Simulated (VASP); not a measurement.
Here is a VASP 6.6.1 calculation.

File INCAR:

```
PREC     = Accurate       # precision mode
ENCUT    = 500            # plane-wave cutoff, eV
EDIFF    = 1E-7           # SCF threshold, eV
ISMEAR   = 0              # smearing method
SIGMA    = 0.01           # smearing width, eV
LREAL    = False          # projectors in reciprocal space
LASPH    = True           # aspherical terms in the spheres
NELM     = 120            # most SCF steps
ALGO     = Normal         # electronic algorithm
ISIF     = 3              # what is computed and relaxed
LWAVE    = False          # write WAVECAR
LCHARG   = False          # write CHGCAR
IBRION   = 2              # ionic algorithm
NSW      = 100            # ionic steps
EDIFFG   = -0.01          # ionic threshold
PSTRESS  = 100.0        
GGA_COMPAT= False        
NELMIN   = 4
```

The input KPOINTS:

```
Automatic mesh
0
Gamma
  8 8 8
```

The input POSCAR:

```
BP
1.0
    0.0000000000      2.2690000000      2.2690000000
    2.2690000000      0.0000000000      2.2690000000
    2.2690000000      2.2690000000      0.0000000000
B P
1 1
Direct
    0.0000000000      0.0000000000      0.0000000000
    0.2500000000      0.2500000000      0.2500000000
```

Potentials or basis: VASP PAW LDA potentials, release 64 (B, P).

Command:

```sh
$ cat potpaw_LDA.64/B/POTCAR potpaw_LDA.64/P/POTCAR > POTCAR
$ mpirun -np 1 vasp_std > vasp.out
```

Predict the space group after relaxing (to 0.05 Å).

F-43m (No. 216).

What does it give for the relaxed cell?

a = 3.120 Å, b = 3.120 Å, c = 3.120 Å, α = 60.00°, β = 60.00°, γ = 60.00°.

What does it give for the relaxed volume?

10.74 Å³/atom.

Final structure:
```
B P
1.0
     0.00000    2.20609    2.20609
     2.20609    0.00000    2.20609
     2.20609    2.20609    0.00000
B P
1 1
Direct
  0.00000 0.00000 0.00000
  0.25000 0.25000 0.25000
```

Caveat: the cell is relaxed towards a set pressure, so the enthalpy falls and the energy may rise. LDA usually gives volumes a few per cent too small.
